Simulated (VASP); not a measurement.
A run of VASP 6.6.1 is set up as follows.

The input INCAR:

```
SYSTEM = NaF
PREC = Accurate
ENCUT = 520
EDIFF = 1E-6
ISMEAR = 0
SIGMA = 0.05
LREAL = .FALSE.
LASPH = .TRUE.
NELM = 80
ALGO = Normal
ISIF = 2
LWAVE = .FALSE.
LCHARG = .FALSE.
NBANDS = 14
```

The input KPOINTS:

```
regular mesh
0
G
  4 4 4
  0 0 0
```

POSCAR

```
NaF
1.0
    0.2915078675      2.4778168734      2.4778168734
    2.4778168734      0.2915078675      2.4778168734
    2.4778168734      2.4778168734      0.2915078675
Na F
1 1
Direct
    0.0000000000      0.0000000000      0.0000000000
    0.5000000000      0.5000000000      0.5000000000
```

Potentials or basis: VASP PAW LDA potentials, release 64 (Na_pv, F).

Launch:

```console
$ cat potpaw_LDA.64/Na_pv/POTCAR potpaw_LDA.64/F/POTCAR > POTCAR
$ mpirun -np 1 vasp_std > vasp.out
```

Q: Estimate the band gap on the k mesh.

A: 5.46 eV, direct.

Q: What does it give for the pressure?

A: -5.1 GPa.

Stress tensor (GPa, compression positive):
```
-5.08 -4.67 -4.67
-4.67 -5.08 -4.67
-4.67 -4.67 -5.08
```

Caveat: the k points lie up to 0.61 Å⁻¹ apart.
